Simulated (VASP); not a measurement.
Wanted: the native input for a VASP 6.6.1 run.

```
Task                   : single point
Functional             : LDA
Potentials or basis    : VASP PAW LDA potentials, release 64 (C)
Cutoff                 : 520 eV
k mesh                 : 5 × 9 × 9
Occupations            : fermi-dirac, width 0.08 eV
Spin                   : no spin polarisation
Dipole correction      : no
Further INCAR settings : ALGO = Normal; EDIFF = 1e-06; NBANDS = 16
```

The structure of C lies in POSCAR:

```
C
1.0
    2.4560574228      1.4180054142      6.6940228996
   -1.2280287114      0.7090027071      3.3470114498
    0.0000000000     -1.4180054142      3.3470114498
C
4
Direct
    0.4155566738      0.8296899280      0.8410271261
    0.9126498943      0.8253532983      0.8343284182
    0.0853427077      0.1872550606      0.1601007755
    0.5796889136      0.1690044029      0.1728594226
```

The input as run:

INCAR

```
SYSTEM = C
PREC = Accurate ; ENCUT = 520
EDIFF = 1E-6 ; ISMEAR = -1
SIGMA = 0.08 ; LREAL = .FALSE.
LASPH = .TRUE. ; NELM = 80
ALGO = Normal ; ISIF = 2
LWAVE = .FALSE. ; LCHARG = .FALSE.
GGA = CA ; NBANDS = 16
```

KPOINTS

```
regular mesh
0
G
  5 9 9
  0 0 0
```

Potentials or basis: VASP PAW LDA potentials, release 64 (C).

Launch:

```bash
$ cat potpaw_LDA.64/C/POTCAR > POTCAR
$ mpirun -np 1 vasp_std > vasp.out
```

Results of the run:

```yaml
Pressure: -3.0 GPa
Largest_force: 2.707 eV/Å
Band_gap_on_the_k_mesh: 0.26 eV
```

Caveat: forces of over 1 eV/Å act on the atoms, so gaps and moduli don't describe the material at rest.

It took 110 s on 1 thread of AMD EPYC 9R45 96-Core Processor (Zen 5) (shared host), peak memory 0.18 GiB.
